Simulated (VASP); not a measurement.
# Ga2As2Br in VASP: single point with PBE

Aim: the single point of Ga2As2Br with PBE.

All numbers are computed with VASP 6.6.1; they aren't measurements. Logs are shortened: lines on timing, memory, paths and dates and some standing lists are left out, and cuts for length are marked.

## 1. The cell of the first run

The cell holds a slab with vacuum, 5 atoms: a = 4.063 Å, b = 4.063 Å, c = 19.672 Å, α = 90.00°, β = 90.00°, γ = 120.00°.

## 2. Single point, PBE, collinear spin

Input file INCAR:

```
SYSTEM = Ga2As2Br
ALGO = Normal
DIPOL = 0.5 0.5 0.357
EDIFF = 1E-7
ENCUT = 520
GGA = PE
IDIPOL = 3
ISIF = 2
ISMEAR = 0
ISPIN = 2
LASPH = .TRUE.
LCHARG = .FALSE.
LDIPOL = .TRUE.
LORBIT = 11
LREAL = .FALSE.
LWAVE = .FALSE.
MAGMOM = 0 0 0 0 1
NBANDS = 34
NELM = 150
PREC = Accurate
SIGMA = 0.05
```

Input file KPOINTS:

```
k-points
0
G
  9 9 1
  0 0 0
```

Input file POSCAR:

```
Ga2As2Br
1.0
    4.0629609254      0.0000000000      0.0000000000
   -2.0314804627      3.5186273759      0.0000000000
    0.0000000000      0.0000000000     19.6715434482
As Ga Br
2 2 1
Direct
    0.0000000000      0.0000000000      0.2033394080
    0.3333333333      0.6666666667      0.3841855411
    0.3333333333      0.6666666667      0.2454992126
    0.6666666667      0.3333333333      0.4153992019
    0.6666666667      0.3333333333      0.5350663435
```

Potentials or basis: VASP PAW PBE potentials, release 64 (As, Ga_d, Br).

On the command line:

```bash
$ cat potpaw_PBE.64/As/POTCAR potpaw_PBE.64/Ga_d/POTCAR potpaw_PBE.64/Br/POTCAR > POTCAR
$ mpirun -np 1 vasp_std > vasp.out
```

OUTCAR:

```text
SYSTEM = Ga2As2Br
   EDIFF = 1E-7
   ENCUT = 520
   GGA = PE
   ISIF = 2
   ISMEAR = 0
   ISPIN = 2
   LASPH = .TRUE.
   LORBIT = 11
   LREAL = .FALSE.
   NELM = 150
   PREC = Accurate

 ion  position               nearest neighbor table
   1  0.000  0.000  0.203-   3 2.49   3 2.49   3 2.49
   2  0.333  0.667  0.384-   4 2.42   4 2.42   4 2.42   3 2.73
   3  0.333  0.667  0.245-   1 2.49   1 2.49   1 2.49   2 2.73
   4  0.667  0.333  0.415-   5 2.35   2 2.42   2 2.42   2 2.42
   5  0.667  0.333  0.535-   4 2.35

  LATTYP: Found a hexagonal cell.
 ALAT       =     4.0629609254
 C/A-ratio  =     4.8416767499

  Lattice vectors:

 A1 = (   4.0629609254,   0.0000000000,   0.0000000000)
 A2 = (  -2.0314804627,   3.5186273759,   0.0000000000)
 A3 = (   0.0000000000,   0.0000000000,  19.6715434482)

Analysis of symmetry for initial positions (statically):
=====================================================================
 Subroutine PRICEL returns:
 Original cell was already a primitive cell.

 Routine SETGRP: Setting up the symmetry group for a
 hexagonal supercell.

 Subroutine GETGRP returns: Found  6 space group operations
 (whereof  6 operations were pure point group operations)
 out of a pool of 24 trial point group operations.

The static configuration has the point symmetry C_3v.

Analysis of symmetry for dynamics (positions and initial velocities):
=====================================================================
 Subroutine PRICEL returns:
 Original cell was already a primitive cell.

 Routine SETGRP: Setting up the symmetry group for a
 hexagonal supercell.

 Subroutine GETGRP returns: Found  6 space group operations
 (whereof  6 operations were pure point group operations)
 out of a pool of 24 trial point group operations.

The dynamic configuration has the point symmetry C_3v.

Analysis of structural, dynamic, and magnetic symmetry:
=====================================================================
 Subroutine PRICEL returns:
 Original cell was already a primitive cell.

 Routine SETGRP: Setting up the symmetry group for a
 hexagonal supercell.

 Subroutine GETGRP returns: Found  6 space group operations
 (whereof  6 operations were pure point group operations)
 out of a pool of 24 trial point group operations.

The overall configuration has the point symmetry C_3v.

 Subroutine INISYM returns: Found  6 space group operations
 (whereof  6 operations are pure point group operations),
 and found     1 'primitive' translations

----------------------------------------------------------------------------------------

                                     Primitive cell

  volume of cell :     281.2253

  direct lattice vectors                    reciprocal lattice vectors
     4.062960925  0.000000000  0.000000000     0.246125921  0.142100867  0.000000000
    -2.031480463  3.518627376  0.000000000     0.000000000  0.284201734  0.000000000
     0.000000000  0.000000000 19.671543448     0.000000000  0.000000000  0.050834852

  length of vectors
     4.062960925  4.062960925 19.671543448     0.284201734  0.284201734  0.050834852

  position of ions in fractional coordinates (direct lattice)
     0.000000000  0.000000000  0.203339408
     0.333333333  0.666666667  0.384185541
     0.333333333  0.666666667  0.245499213
     0.666666667  0.333333333  0.415399202
     0.666666667  0.333333333  0.535066343

  ion indices of the primitive-cell ions
   primitive index   ion index
                 1           1
                 2           2
                 3           3
                 4           4
                 5           5

----------------------------------------------------------------------------------------

 KPOINTS: k-points

Automatic generation of k-mesh.
 Grid dimensions read from file:
 generate k-points for:    9    9    1

 Generating k-lattice:

  Cartesian coordinates                     Fractional coordinates (reciprocal lattice)
     0.027347325  0.015788985  0.000000000     0.111111111 -0.000000000  0.000000000
     0.000000000  0.031577970  0.000000000     0.000000000  0.111111111  0.000000000
     0.000000000  0.000000000  0.050834852     0.000000000  0.000000000  1.000000000

  Length of vectors
     0.031577970  0.031577970  0.050834852

[... 27 lines left out ...]
   ions per type =               2   2   1
   NGX,Y,Z   is equivalent  to a cutoff of  12.28, 12.28, 12.68 a.u.
   NGXF,Y,Z  is equivalent  to a cutoff of  24.55, 24.55, 25.35 a.u.
 SYSTEM =  Ga2As2Br
   PREC   = accura    normal or accurate (medium, high low for compatibility)
   ISTART =      0    job   : 0-new  1-cont  2-samecut
   ICHARG =      2    charge: 1-file 2-atom 10-const
   ISPIN  =      2    spin polarized calculation?
   LNONCOLLINEAR =      F non collinear calculations
   LSORBIT =      F    spin-orbit coupling
   LASPH  =      T    aspherical Exc in radial PAW
   ENCUT  =  520.0 eV  38.22 Ry    6.18 a.u.   7.55  7.55 36.58*2*pi/ulx,y,z
   NELM   =    150;   NELMIN=  2; NELMDL= -5     # of ELM steps
   EDIFF  = 0.1E-06   stopping-criterion for ELM
   LREAL  =      F    real-space projection
   EDIFFG = 0.1E-05   stopping-criterion for IOM
   NSW    =      0    number of steps for IOM
   IBRION =     -1    ionic relax: 0-MD 1-quasi-New 2-CG
   NFREE  =      0    steps in history (QN), initial steepest desc. (CG)
   ISIF   =      2    stress and relaxation
   ISYM   =      2    0-nonsym 1-usesym 2-fastsym
   POTIM  = 0.5000    time-step for ionic-motion
   TEBEG  =    0.0;   TEEND  =   0.0 temperature during run
   PSTRESS=    0.0 pullay stress
   NELECT =      43.0000    total number of electrons
   NUPDOWN=      -1.0000    fix difference up-down
   EMIN   =  10.00;   EMAX   =-10.00  energy-range for DOS
   EFERMI =   0.00;   METHOD = LEGACY
   ISMEAR =     0;   SIGMA  =   0.05  broadening in eV -4-tet -1-fermi 0-gaus
   EFERMI_NEDOS =   21; number of points for ismear=-14 and -15
   IALGO  =     38    algorithm
   IMIX   =      4    mixing-type and parameters
     AMIX     =   0.40;   BMIX     =  1.00
     AMIX_MAG =   1.60;   BMIX_MAG =  1.00
  volume/ion in A,a.u.               =      56.25       379.56
  Fermi-wavevector in a.u.,A,eV,Ry     =   0.875413  1.654290 10.426790  0.766347
  Thomas-Fermi vector in A             =   1.995080
   LORBIT       =     11    0 simple, 1 ext, 2 COOP (PROOUT), +10 PAW based schemes
   GGA     = PE    functional components
   LHFCALC =     F    Hartree Fock is set to
   AEXX    =    0.0000 exact exchange contribution
   IVDW    =     0    specifies the selected vdW correction
   LEPSILON=     F    determine dielectric tensor
   LRPA    =     F    only Hartree local field effects (RPA)
 spin polarized calculation
 Gauss-broadening in eV      SIGMA  =   0.05
  energy-cutoff  :      520.00
  volume of cell :      281.23
 maximum number of plane-waves:      7629
 NGX is ok and might be reduce to    30
   NGX = 15   NGY = 15   NGZ = 73

 dipolmoment           0.000000      0.000000     -0.043251 electrons x Angstroem

 number of electron      42.9999998 magnetization       0.9495526

 dipolmoment           0.000000      0.000000      0.113851 electrons x Angstroem

 Free energy of the ion-electron system (eV)
  ---------------------------------------------------
  ext. energy  EPLUGINS =         0.00000000
  ---------------------------------------------------
  free energy    TOTEN  =       -17.71243221 eV

  energy without entropy =      -17.70892267  energy(sigma->0) =      -17.71067744

 E-fermi :  -2.2546     XC(G=0):  -4.6978

 val. band max:       -2.2804139055   @ k =   0.4444  -0.0000   0.0000
 cond. band min:      -2.2426813009   @ k =   0.4444   0.1111   0.0000
 fundamental gap:      0.0377326047
 Fermi energy:        -2.2546006132

 spin component 1

 k-point     1 :       0.0000    0.0000    0.0000
  band No.  band energies     occupation
      1     -16.9710      1.00000
      2     -16.7416      1.00000
      3     -16.7416      1.00000
      4     -16.6514      1.00000
      5     -16.6514      1.00000
      6     -16.5654      1.00000
[... 421 lines left out ...]
     32       5.8242      0.00000
     33       5.8519      0.00000
 Fermi energy:        -2.2546006132

 spin component 2

 k-point     1 :       0.0000    0.0000    0.0000
  band No.  band energies     occupation
      1     -16.9469      1.00000
      2     -16.7367      1.00000
      3     -16.7367      1.00000
      4     -16.6511      1.00000
      5     -16.6511      1.00000
      6     -16.5473      1.00000
[... 421 lines left out ...]
     32       5.9570      0.00000
     33       6.0243      0.00000
 [bands above 33 left out]

------------------------ aborting loop because EDIFF is reached ----------------------------------------

 vacuum level on the upper side and lower side of the slab       (xc-potential included)         0.675        -0.762

  FORCE on cell =-STRESS in cart. coord.  units (eV):
  Direction    XX          YY          ZZ          XY          YZ          ZX
  --------------------------------------------------------------------------------------
  -------------------------------------------------------------------------------------
  Total        1.0999921      1.0999921     -1.6156699     -0.0000000      0.0000000      0.0000000
  in kB        6.2667995      6.2667995     -9.2046834     -0.0000000      0.0000000      0.0000000
  external PRESSURE =       1.1096385 kB  Pullay stress =       0.0000000 kB

 VOLUME and BASIS-vectors are now :
 -----------------------------------------------------------------------------
  energy-cutoff  :      520.00
  volume of cell :      281.23
      direct lattice vectors                 reciprocal lattice vectors
     4.062960925  0.000000000  0.000000000     0.246125921  0.142100867  0.000000000
    -2.031480463  3.518627376  0.000000000     0.000000000  0.284201734  0.000000000
     0.000000000  0.000000000 19.671543448     0.000000000  0.000000000  0.050834852

 POSITION                                       TOTAL-FORCE (eV/Angst)
 -----------------------------------------------------------------------------------
      0.00000      0.00000      4.00000         0.000000     -0.000000      0.298938
     -0.00000      2.34575      7.55752         0.000000      0.000000     -1.531098
     -0.00000      2.34575      4.82935         0.000000     -0.000000      0.386393
      2.03148      1.17288      8.17154        -0.000000      0.000000      0.852012
      2.03148      1.17288     10.52558         0.000000     -0.000000     -0.006244
 -----------------------------------------------------------------------------------
    total drift:                               -0.000004      0.000001     -0.001701

  FREE ENERGIE OF THE ION-ELECTRON SYSTEM (eV)
  ---------------------------------------------------
  free  energy   TOTEN  =       -17.7124322113 eV

  energy  without entropy=      -17.7089226695  energy(sigma->0) =      -17.71067744

 vacuum level on the upper side and lower side of the slab         4.356         2.885

 total charge

# of ion       s       p       d       tot
------------------------------------------
    1        1.251   1.460   0.022   2.733
    2        1.227   1.536   0.028   2.791
    3        0.897   0.705   9.973  11.575
    4        0.868   0.789  10.016  11.674
    5        1.620   3.199   0.015   4.834
--------------------------------------------------
tot          5.863   7.689  20.054  33.607

 magnetization (x)

# of ion       s       p       d       tot
------------------------------------------
    1        0.008   0.227  -0.000   0.235
    2        0.003   0.133   0.000   0.136
    3       -0.008   0.014   0.012   0.018
    4       -0.003   0.001   0.007   0.005
    5        0.004   0.110  -0.000   0.114
--------------------------------------------------
tot          0.003   0.486   0.018   0.507
```

It took 13 min on 1 thread of Oxide Virtual Turin-like, shared host; peak memory 0.52 GiB.

What came out:

```
Free energy                                           : -17.7124 eV
Largest force                                         : 1.531 eV/Å
Net moment                                            : 0.95 μB per cell
Site moments                                          : As +0.23, +0.14; Ga +0.02, +0.01; Br +0.11 μB
Valence electrons inside the program's atomic spheres : As 2.73, 2.79; Ga 11.57, 11.67; Br 4.83
```

Forces on the atoms (eV/Å):
```
As   0.000  0.000  0.299
As   0.000  0.000 -1.531
Ga   0.000  0.000  0.386
Ga   0.000  0.000  0.852
Br   0.000  0.000 -0.006
```
